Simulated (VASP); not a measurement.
# TiAl (P4/mmm) in VASP: notebook

Runs on TiAl. Level: PBEsol. Tasks: single point.

Program: VASP 6.6.1. These are calculated values, not measurements. Logs are shortened: lines on timing, memory, paths and dates and some standing lists are left out, and cuts for length are marked.

## 1. The cell of the first run

It takes space group P4/mmm (No. 123, tetragonal). Conventional cell: a = 3.200 Å, b = 3.200 Å, c = 3.072 Å, α = 90.00°, β = 90.00°, γ = 90.00°. Within 3.6 Å of Ti (site symmetry 4/mmm) lie 8 Al at 2.73 Å and 6 Ti at 3.07 to 3.20 Å. Within 3.6 Å of Al (site symmetry 4/mmm) lie 8 Ti at 2.73 Å and 6 Al at 3.07 to 3.20 Å.

## 2. Single point, PBEsol

Contents of INCAR:

```
PREC = Accurate
ENCUT = 520
EDIFF = 1E-7
ISMEAR = 0
SIGMA = 0.15
LREAL = False
LASPH = True
NELM = 60
ALGO = Fast
ISIF = 2
LWAVE = False
LCHARG = False
GGA = PS
NBANDS = 14
```

Contents of KPOINTS:

```
Automatic mesh
0
Gamma
  22 22 22
```

Contents of POSCAR:

```
TiAl
1.0
    3.1997188221      0.0000000000      0.0000000000
    0.0000000000      3.1997188221      0.0000000000
    0.0000000000      0.0000000000      3.0717300692
Ti Al
1 1
Direct
    0.0000000000      0.0000000000      0.0000000000
    0.5000000000      0.5000000000      0.5000000000
```

Potentials or basis: VASP PAW PBE potentials, release 64 (Ti_sv, Al).

Started as:

```console
> cat potpaw_PBE.64/Ti_sv/POTCAR potpaw_PBE.64/Al/POTCAR > POTCAR
> mpirun -np 1 vasp_std > vasp.out
```

OUTCAR:

```text
PREC = Accurate
   ENCUT = 520
   EDIFF = 1E-7
   ISMEAR = 0
   LREAL = False
   LASPH = True
   NELM = 60
   ISIF = 2
   GGA = PS

 ion  position               nearest neighbor table
   1  0.000  0.000  0.000-   2 2.73   2 2.73   2 2.73   2 2.73   2 2.73   2 2.73   2 2.73   2 2.73

   2  0.500  0.500  0.500-   1 2.73   1 2.73   1 2.73   1 2.73   1 2.73   1 2.73   1 2.73   1 2.73

  LATTYP: Found a simple tetragonal cell.
 ALAT       =     3.1997188221
 C/A-ratio  =     0.9600000000

  Lattice vectors:

 A1 = (   3.1997188221,   0.0000000000,   0.0000000000)
 A2 = (   0.0000000000,   3.1997188221,   0.0000000000)
 A3 = (   0.0000000000,   0.0000000000,   3.0717300692)

Analysis of symmetry for initial positions (statically):
=====================================================================
 Subroutine PRICEL returns:
 Original cell was already a primitive cell.

 Routine SETGRP: Setting up the symmetry group for a
 simple tetragonal supercell.

 Subroutine GETGRP returns: Found 16 space group operations
 (whereof 16 operations were pure point group operations)
 out of a pool of 16 trial point group operations.

The static configuration has the point symmetry D_4h.

Analysis of symmetry for dynamics (positions and initial velocities):
=====================================================================
 Subroutine PRICEL returns:
 Original cell was already a primitive cell.

 Routine SETGRP: Setting up the symmetry group for a
 simple tetragonal supercell.

 Subroutine GETGRP returns: Found 16 space group operations
 (whereof 16 operations were pure point group operations)
 out of a pool of 16 trial point group operations.

The dynamic configuration has the point symmetry D_4h.

 Subroutine INISYM returns: Found 16 space group operations
 (whereof 16 operations are pure point group operations),
 and found     1 'primitive' translations

----------------------------------------------------------------------------------------

                                     Primitive cell

  volume of cell :      31.4490

  direct lattice vectors                    reciprocal lattice vectors
     3.199718822  0.000000000  0.000000000     0.312527461  0.000000000  0.000000000
     0.000000000  3.199718822  0.000000000     0.000000000  0.312527461  0.000000000
     0.000000000  0.000000000  3.071730069     0.000000000  0.000000000  0.325549439

  length of vectors
     3.199718822  3.199718822  3.071730069     0.312527461  0.312527461  0.325549439

  position of ions in fractional coordinates (direct lattice)
     0.000000000  0.000000000  0.000000000
     0.500000000  0.500000000  0.500000000

  ion indices of the primitive-cell ions
   primitive index   ion index
                 1           1
                 2           2

----------------------------------------------------------------------------------------

 KPOINTS: Automatic mesh

Automatic generation of k-mesh.
 Grid dimensions read from file:
 generate k-points for:   22   22   22

 Generating k-lattice:

  Cartesian coordinates                     Fractional coordinates (reciprocal lattice)
     0.014205794  0.000000000  0.000000000     0.045454545  0.000000000  0.000000000
     0.000000000  0.014205794  0.000000000     0.000000000  0.045454545  0.000000000
     0.000000000  0.000000000  0.014797702     0.000000000  0.000000000  0.045454545

  Length of vectors
     0.014205794  0.014205794  0.014797702

  Shift w.r.t. Gamma in fractional coordinates (k-lattice)
     0.000000000  0.000000000  0.000000000

 Subroutine IBZKPT returns following result:
 ===========================================

 Found    936 irreducible k-points:

 Following reciprocal coordinates:
            Coordinates               Weight
  0.000000  0.000000  0.000000      1.000000
  0.045455  0.000000  0.000000      4.000000
  0.090909  0.000000  0.000000      4.000000
  0.136364  0.000000  0.000000      4.000000
  0.181818  0.000000  0.000000      4.000000
  0.227273  0.000000  0.000000      4.000000
[... 16 lines left out ...]
  0.500000  0.045455  0.000000      4.000000
  0.090909  0.090909  0.000000      4.000000
 [... further k-points ...]
   k-points           NKPTS =    936   k-points in BZ     NKDIM =    936   number of bands    NBANDS=     14
   number of dos      NEDOS =    301   number of ions     NIONS =      2
   total plane-waves  NPLWV =  13824
   dimension x,y,z NGX =    24 NGY =   24 NGZ =   24
   dimension x,y,z NGXF=    48 NGYF=   48 NGZF=   48
   ions per type =               1   1
   NGX,Y,Z   is equivalent  to a cutoff of  12.47, 12.47, 12.99 a.u.
   NGXF,Y,Z  is equivalent  to a cutoff of  24.94, 24.94, 25.98 a.u.
 SYSTEM =  unknown system
   PREC   = accura    normal or accurate (medium, high low for compatibility)
   ISTART =      0    job   : 0-new  1-cont  2-samecut
   ICHARG =      2    charge: 1-file 2-atom 10-const
   ISPIN  =      1    spin polarized calculation?
   LNONCOLLINEAR =      F non collinear calculations
   LSORBIT =      F    spin-orbit coupling
   LASPH  =      T    aspherical Exc in radial PAW
   ENCUT  =  520.0 eV  38.22 Ry    6.18 a.u.   5.95  5.95  5.71*2*pi/ulx,y,z
   NELM   =     60;   NELMIN=  2; NELMDL= -5     # of ELM steps
   EDIFF  = 0.1E-06   stopping-criterion for ELM
   LREAL  =      F    real-space projection
   EDIFFG = 0.1E-05   stopping-criterion for IOM
   NSW    =      0    number of steps for IOM
   IBRION =     -1    ionic relax: 0-MD 1-quasi-New 2-CG
   NFREE  =      0    steps in history (QN), initial steepest desc. (CG)
   ISIF   =      2    stress and relaxation
   ISYM   =      2    0-nonsym 1-usesym 2-fastsym
   POTIM  = 0.5000    time-step for ionic-motion
   TEBEG  =    0.0;   TEEND  =   0.0 temperature during run
   PSTRESS=    0.0 pullay stress
   NELECT =      15.0000    total number of electrons
   NUPDOWN=      -1.0000    fix difference up-down
   EMIN   =  10.00;   EMAX   =-10.00  energy-range for DOS
   EFERMI =   0.00;   METHOD = LEGACY
   ISMEAR =     0;   SIGMA  =   0.15  broadening in eV -4-tet -1-fermi 0-gaus
   EFERMI_NEDOS =   21; number of points for ismear=-14 and -15
   IALGO  =     68    algorithm
   IMIX   =      4    mixing-type and parameters
     AMIX     =   0.40;   BMIX     =  1.00
     AMIX_MAG =   1.60;   BMIX_MAG =  1.00
  volume/ion in A,a.u.               =      15.72       106.11
  Fermi-wavevector in a.u.,A,eV,Ry     =   1.279096  2.417140 22.260297  1.636086
  Thomas-Fermi vector in A             =   2.411601
   LORBIT       =      0    0 simple, 1 ext, 2 COOP (PROOUT), +10 PAW based schemes
   GGA     = PS    functional components
   LHFCALC =     F    Hartree Fock is set to
   AEXX    =    0.0000 exact exchange contribution
   IVDW    =     0    specifies the selected vdW correction
   LEPSILON=     F    determine dielectric tensor
   LRPA    =     F    only Hartree local field effects (RPA)
 non-spin polarized calculation
 RMM-DIIS sequential band-by-band and
 Gauss-broadening in eV      SIGMA  =   0.15
  energy-cutoff  :      520.00
  volume of cell :       31.45
 maximum number of plane-waves:       872
 NGX is ok and might be reduce to    24

 number of electron      15.0000000 magnetization

 Free energy of the ion-electron system (eV)
  ---------------------------------------------------
  ext. energy  EPLUGINS =         0.00000000
  ---------------------------------------------------
  free energy    TOTEN  =       -12.98540324 eV

  energy without entropy =      -12.95773512  energy(sigma->0) =      -12.97156918

 E-fermi :   8.8914     XC(G=0): -11.2821

 val. band max:        8.8902416611   @ k =   0.1818   0.0909   0.3636
 cond. band min:       8.8927172290   @ k =   0.2727   0.1818   0.2727
 fundamental gap:      0.0024755680
 Fermi energy:         8.8914044545

 k-point     1 :       0.0000    0.0000    0.0000
  band No.  band energies     occupation
      1     -47.7125      2.00000
      2     -24.0326      2.00000
      3     -24.0326      2.00000
      4     -23.9695      2.00000
      5      -0.4502      2.00000
      6       7.3649      2.00000
      7       7.4650      2.00000
      8      10.6018      0.00000
      9      10.8237      0.00000
     10      10.8237      0.00000
     11      13.0521      0.00000
     12      13.0521      0.00000
     13      14.2034      0.00000
     14      17.7985      0.00000

 k-point     2 :       0.0455    0.0000    0.0000
  band No.  band energies     occupation
      1     -47.7122      2.00000
      2     -24.0360      2.00000
      3     -24.0323      2.00000
      4     -23.9693      2.00000
      5      -0.4174      2.00000
      6       7.3532      2.00000
      7       7.4707      2.00000
      8      10.5348      0.00000
      9      10.7768      0.00000
     10      10.8274      0.00000
     11      12.9192      0.00000
     12      13.1441      0.00000
     13      14.2751      0.00000
     14      17.7872      0.00000

 k-point     3 :       0.0909    0.0000    0.0000
  band No.  band energies     occupation
      1     -47.7114      2.00000
      2     -24.0460      2.00000
      3     -24.0314      2.00000
      4     -23.9684      2.00000
      5      -0.3194      2.00000
      6       7.2980      2.00000
      7       7.5035      2.00000
      8      10.3602      0.00000
      9      10.6485      0.00000
     10      10.8382      0.00000
     11      12.5898      0.00000
     12      13.3939      0.00000
     13      14.4781      0.00000
     14      17.6372      0.00000

 k-point     4 :       0.1364    0.0000    0.0000
  band No.  band energies     occupation
      1     -47.7101      2.00000
      2     -24.0617      2.00000
      3     -24.0300      2.00000
      4     -23.9671      2.00000
      5      -0.1573      2.00000
      6       7.1701      2.00000
      7       7.5679      2.00000
      8      10.1286      0.00000
      9      10.4669      0.00000
     10      10.8553      0.00000
     11      12.2008      0.00000
     12      13.7523      0.00000
     13      14.7853      0.00000
     14      17.4216      0.00000

 k-point     5 :       0.1818    0.0000    0.0000
  band No.  band energies     occupation
      1     -47.7084      2.00000
      2     -24.0818      2.00000
      3     -24.0282      2.00000
      4     -23.9655      2.00000
      5       0.0668      2.00000
      6       6.9445      2.00000
      7       7.6580      2.00000
      8       9.8795      0.00000
      9      10.2608      0.00000
     10      10.8774      0.00000
     11      11.8654      0.00000
[... 276 lines left out ...]
 k-point    22 :       0.4545    0.0455    0.0000
  band No.  band energies     occupation
      1     -47.6983      2.00000
      2     -24.1958      2.00000
      3     -24.0213      2.00000
      4     -23.9557      2.00000
      5       2.4760      2.00000
      6       3.9531      2.00000
      7       8.2801      2.00000
      8       8.8512      1.29540
      9       9.3908      0.00000
     10      10.9776      0.00000
     11      11.8185      0.00000
     12      15.4568      0.00000
     13      17.3604      0.00000
     14      18.4001      0.00000

 k-point    23 :       0.5000    0.0455    0.0000
  band No.  band energies     occupation
      1     -47.6980      2.00000
      2     -24.1991      2.00000
      3     -24.0210      2.00000
      4     -23.9555      2.00000
      5       2.7471      2.00000
      6       3.6560      2.00000
      7       8.3044      2.00000
      8       8.8261      1.46183
      9       9.3698      0.00001
     10      10.9817      0.00000
     11      11.8451      0.00000
     12      15.4196      0.00000
     13      17.7555      0.00000
     14      18.2973      0.00000

 k-point    24 :       0.0909    0.0909    0.0000
  band No.  band energies     occupation
      1     -47.7103      2.00000
      2     -24.0455      2.00000
      3     -24.0440      2.00000
      4     -23.9674      2.00000
      5      -0.1901      2.00000
      6       7.2953      2.00000
      7       7.4897      2.00000
      8      10.0961      0.00000
      9      10.5994      0.00000
     10      10.7405      0.00000
     11      12.8213      0.00000
     12      13.0040      0.00000
     13      14.7372      0.00000
     14      17.8699      0.00000

 [... further k-points ...]

------------------------ aborting loop because EDIFF is reached ----------------------------------------

  FORCE on cell =-STRESS in cart. coord.  units (eV):
  Direction    XX          YY          ZZ          XY          YZ          ZX
  --------------------------------------------------------------------------------------
  -------------------------------------------------------------------------------------
  Total        0.1086926      0.1086926     -0.1515387      0.0000000      0.0000000      0.0000000
  in kB        5.5373760      5.5373760     -7.7201823      0.0000000      0.0000000      0.0000000
  external PRESSURE =       1.1181899 kB  Pullay stress =       0.0000000 kB

 VOLUME and BASIS-vectors are now :
 -----------------------------------------------------------------------------
  energy-cutoff  :      520.00
  volume of cell :       31.45
      direct lattice vectors                 reciprocal lattice vectors
     3.199718822  0.000000000  0.000000000     0.312527461  0.000000000  0.000000000
     0.000000000  3.199718822  0.000000000     0.000000000  0.312527461  0.000000000
     0.000000000  0.000000000  3.071730069     0.000000000  0.000000000  0.325549439

 POSITION                                       TOTAL-FORCE (eV/Angst)
 -----------------------------------------------------------------------------------
      0.00000      0.00000      0.00000         0.000000      0.000000      0.000000
      1.59986      1.59986      1.53587         0.000000      0.000000      0.000000
 -----------------------------------------------------------------------------------
    total drift:                                0.000000      0.000000      0.000000

  FREE ENERGIE OF THE ION-ELECTRON SYSTEM (eV)
  ---------------------------------------------------
  free  energy   TOTEN  =       -12.9854032434 eV

  energy  without entropy=      -12.9577351224  energy(sigma->0) =      -12.97156918
```

It took 13 min on 1 thread of Intel Xeon 8259CL, shared host; peak memory 0.51 GiB.

What came out:

```
Free energy            : -12.9854 eV
Pressure               : 0.1 GPa
Band gap on the k mesh : zero (an odd number of electrons rules out a gap without spin polarisation)
```

Stress tensor (GPa, compression positive):
```
 0.55  0.00  0.00
 0.00  0.55  0.00
 0.00  0.00 -0.77
```

Caveat: the PAW data sets were made with another functional, which shifts forces and pressure a little.

## 3. Single point, PBEsol

This run uses another cell than the first one, of the same volume but with other edges.

Contents of INCAR:

```
PREC     = Accurate       # precision mode
ENCUT    = 520            # plane-wave cutoff, eV
EDIFF    = 1E-6           # SCF threshold, eV
ISMEAR   = 0              # smearing method
SIGMA    = 0.15           # smearing width, eV
LREAL    = False          # projectors in reciprocal space
LASPH    = True           # aspherical terms in the spheres
NELM     = 100            # most SCF steps
ALGO     = Fast           # electronic algorithm
ISIF     = 2              # what is computed and relaxed
LWAVE    = False          # write WAVECAR
LCHARG   = False          # write CHGCAR
GGA      = PS             # functional
NBANDS   = 14             # bands
```

KPOINTS is that of step 2.

Contents of POSCAR:

```
TiAl
1.0
    3.1055543010      0.0000000000      0.0000000000
    0.0000000000      3.1055543010      0.0000000000
    0.0000000000      0.0000000000      3.2608320160
Ti Al
1 1
Direct
    0.0000000000      0.0000000000      0.0000000000
    0.5000000000      0.5000000000      0.5000000000
```

Potentials or basis: VASP PAW PBE potentials, release 64 (Ti_sv, Al).

Started as:

```console
> cat potpaw_PBE.64/Ti_sv/POTCAR potpaw_PBE.64/Al/POTCAR > POTCAR
> mpirun -np 1 vasp_std > vasp.out
```

It took 11 min on 1 thread of Intel Xeon 8259CL, shared host; peak memory 0.51 GiB.

Results (log left out):

| Quantity | Value |
| --- | --- |
| Free energy | -12.9926 eV |
| Pressure | 0.1 GPa |
| Band gap on the k mesh | zero (an odd number of electrons rules out a gap without spin polarisation) |

Stress tensor (GPa, compression positive):
```
-1.17  0.00  0.00
 0.00 -1.17  0.00
 0.00  0.00  2.63
```

Levels at points of the mesh, in eV from the Fermi level:
```
           k point  band 3  band 4  band 5  band 6  band 7  band 8  band 9  band 10  band 11  band 12
(0.00, 0.00, 0.00)  -32.87  -32.87   -9.33   -1.53   -1.40    1.79    1.79     2.03     3.68     5.00
(0.50, 0.00, 0.00)  -32.91  -32.85   -5.86   -5.19   -0.51   -0.20    0.37     2.03     3.31     6.52
(0.50, 0.50, 0.00)  -33.05  -32.89   -4.83   -1.90   -1.90   -1.40    0.48     0.48     3.01     5.05
(0.00, 0.00, 0.50)  -32.86  -32.86   -6.32   -5.30   -0.62    0.34    0.34     2.19     2.74     6.63
(0.50, 0.00, 0.50)  -33.05  -32.84   -5.14   -2.28   -2.00   -1.51    0.81     0.91     2.75     4.75
(0.50, 0.50, 0.50)  -33.04  -33.02   -3.13   -3.13   -3.13    0.82    2.80     2.86     3.05     3.07
```

Caveat: the PAW data sets were made with another functional, which shifts forces and pressure a little.
